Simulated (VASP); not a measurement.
Cs, 1 atom in the cell. It takes space group Fm-3m (No. 225, cubic). The conventional cell has a = 7.462 Å, b = 7.462 Å, c = 7.462 Å, α = 90.00°, β = 90.00°, γ = 90.00°.  This cell differs from its parent crystal: volume scaled by 1.08.

| Quantity | Value |
| --- | --- |
| Program | VASP 6.6.1 |
| Task | single point |
| Functional | LDA |
| Potentials or basis | VASP PAW LDA potentials, release 64 (Cs_sv) |
| Cutoff | 520 eV |
| k mesh | 9 × 9 × 9 |
| Occupations | fermi-dirac, width 0.1 eV |
| Spin | no spin polarisation |
| Dipole correction | no |
| Further INCAR settings | ALGO = Normal; EDIFF = 1e-06; NBANDS = 10 |

Potentials or basis: VASP PAW LDA potentials, release 64 (Cs_sv).

Launch:

```console
$ cat potpaw_LDA.64/Cs_sv/POTCAR > POTCAR
$ mpirun -np 1 vasp_std > vasp.out
```

Hardware: 1 thread of Intel Xeon 8259CL (shared host).

Question: How long does it take, and how much memory?

Answer: Wall time 22 s on 1 thread of Intel Xeon 8259CL, on a shared host, peak memory 0.2 GiB. Counts: scf iterations 9, k points 35.
